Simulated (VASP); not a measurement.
RbBr:

```
CELL_PARAMETERS angstrom
0.00000 3.50868 3.50868
3.50868 0.00000 3.50868
3.50868 3.50868 0.00000
ATOMIC_POSITIONS crystal
Rb 0.00000 0.00000 0.00000
Br 0.50000 0.50000 0.50000
```

```yaml
Program: VASP 6.6.1
Task: relaxation of cell and atoms
Functional: LDA
Potentials_or_basis: VASP PAW LDA potentials, release 64 (Rb_sv, Br)
Cutoff: 600 eV
k_mesh: 6 × 6 × 6
Occupations: fermi-dirac, width 0.02 eV
Spin: no spin polarisation
```

At the start: pressure -1.9 GPa; volume 43.19 Å³/atom.

Problem. How do energy, volume and symmetry change on relaxing?

Solution. Over 4 steps the energy falls by 41.1 meV/atom and the volume is 37.13 Å³/atom (-14.0 %); space group Fm-3m (No. 225, to 0.1 Å) before and after.

Step by step:
| step | energy change (eV) | largest force (eV/Å) | pressure (GPa) | volume (Å³) |
| --- | --- | --- | --- | --- |
| 1 | 0.0000 | 0.0000 | -1.87 | 86.39 |
| 2 | -0.0593 | 0.0000 | -1.15 | 80.23 |
| 3 | -0.0818 | 0.0000 | -0.16 | 75.01 |
| 4 | -0.0821 | 0.0000 | 0.02 | 74.26 |

Final structure:
```yaml
crystal:
  lattice:
    - [0.00000, 3.33606, 3.33606]
    - [3.33606, 0.00000, 3.33606]
    - [3.33606, 3.33606, 0.00000]
  atoms:
    - { symbol: Rb, position: [0.00000, 0.00000, 0.00000] }
    - { symbol: Br, position: [0.50000, 0.50000, 0.50000] }
```
